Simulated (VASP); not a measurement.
# Li: electric field gradients with PBE

Li:

```
Li
1.0
    -1.77869    1.77869    1.77869
     1.77869   -1.77869    1.77869
     1.77869    1.77869   -1.77869
Li
1
Direct
  0.00000 0.00000 0.00000
```

| Item | Value |
| --- | --- |
| Program | VASP 6.6.1 |
| Task | electric field gradients |
| Functional | PBE |
| Potentials or basis | VASP PAW PBE potentials, release 64 (Li_sv) |
| Cutoff | 520 eV |
| k mesh | 15 × 15 × 15 |
| Occupations | fermi-dirac, width 0.08 eV |
| Spin | no spin polarisation |
| Dipole correction | no |
| Further INCAR settings | ALGO = Normal; EDIFF = 1e-08; NBANDS = 8 |

| Quantity | Value |
| --- | --- |
| Band gap on the k mesh | zero (an odd number of electrons rules out a gap without spin polarisation) |
| Largest electric field gradient by atom | zero within the noise of the run |

Levels at points of the mesh, in eV from the Fermi level:
```tsv
k point	band 1	band 2	band 3	band 4	band 5
(0.00, 0.00, 0.00)	-46.74	-3.45	13.52	13.52	13.52
```

Run time: 42 s on 1 thread of AMD EPYC 7R13, on a shared host, peak memory 0.11 GiB.
